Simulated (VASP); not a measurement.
A run of VASP 6.6.1:

Contents of INCAR:

```
PREC = Accurate
ENCUT = 520
EDIFF = 1E-6
ISMEAR = 0
SIGMA = 0.1
LREAL = False
LASPH = True
NELM = 80
ALGO = Normal
ISIF = 2
LWAVE = False
LCHARG = False
GGA = PE
NBANDS = 12
```

Contents of KPOINTS:

```
regular mesh
0
Gamma
  12 12 12
```

POSCAR

```
Be2H3
1.0
    1.8439988703      1.0646332442      3.0566146384
   -1.8439988703      1.0646332442      3.0566146384
    0.0000000000     -2.1292664883      3.0566146384
Be H
2 3
Direct
    0.3208574447      0.3208574447      0.3208574447
    0.5824063812      0.5824063812      0.5824063812
    0.0612322035      0.6240250869      0.0612322035
    0.6240250869      0.0612322035      0.0612322035
    0.0612322035      0.0612322035      0.6240250869
```

Potentials or basis: VASP PAW PBE potentials, release 64 (Be, H).

Run with:

```bash
$ cat potpaw_PBE.64/Be/POTCAR potpaw_PBE.64/H/POTCAR > POTCAR
$ mpirun -np 1 vasp_std > vasp.out
```

Hardware: 1 thread of Intel(R) Xeon(R) Platinum 8488C (Sapphire Rapids), with other jobs on the host.

Problem. How long does it take, and how much memory?

Solution. It took 36 s on 1 thread of Intel(R) Xeon(R) Platinum 8488C (Sapphire Rapids), on a shared host, peak memory 0.2 GiB. Counts: scf iterations 12, k points 189.
